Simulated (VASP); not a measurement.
The system is Sb.

```
Sb
1.0
    -1.87134    1.87134    1.87134
     1.87134   -1.87134    1.87134
     1.87134    1.87134   -1.87134
Sb
1
Direct
  0.00000 0.00000 0.00000
```

| Item | Value |
| --- | --- |
| Program | VASP 6.6.1 |
| Task | relaxation of cell and atoms |
| Functional | HF |
| Potentials or basis | VASP PAW PBE potentials, release 64 (Sb) |
| Cutoff | 600 eV |
| k mesh | 5 × 5 × 5 |
| Occupations | fermi-dirac, width 0.05 eV |
| Spin | no spin polarisation |

At the start: pressure -28.7 GPa; volume 26.21 Å³/atom.

Problem. Where does the relaxation end?

Solution. Over 7 steps the energy falls by 1457.7 meV/atom and the volume is 16.57 Å³/atom (-36.8 %); space group Im-3m (No. 229, to 0.05 Å).

The path:
| step | energy change (eV) | largest force (eV/Å) | pressure (GPa) | volume (Å³) |
| --- | --- | --- | --- | --- |
| 1 | 0.0000 | 0.0000 | -28.71 | 26.21 |
| 2 | 0.0043 | 0.0000 | 141.74 | 12.13 |
| 3 | -1.4477 | 0.0000 | -6.15 | 17.07 |
| 4 | -1.4562 | 0.0000 | -2.43 | 16.75 |
| 5 | -1.4577 | 0.0000 | 0.12 | 16.56 |
| 6 | -1.4576 | 0.0000 | -0.25 | 16.59 |
| 7 | -1.4577 | 0.0000 | 0.01 | 16.57 |

Final structure:
```
Sb
1.0
    -1.60592    1.60592    1.60592
     1.60592   -1.60592    1.60592
     1.60592    1.60592   -1.60592
Sb
1
Direct
  0.00000 0.00000 0.00000
```

Caveat: the k points lie up to 0.55 Å⁻¹ apart in the final cell; the volume moved by over 15 % at a fixed basis, so the end points are rough; the PAW data sets were made with another functional, which shifts forces and pressure a little.
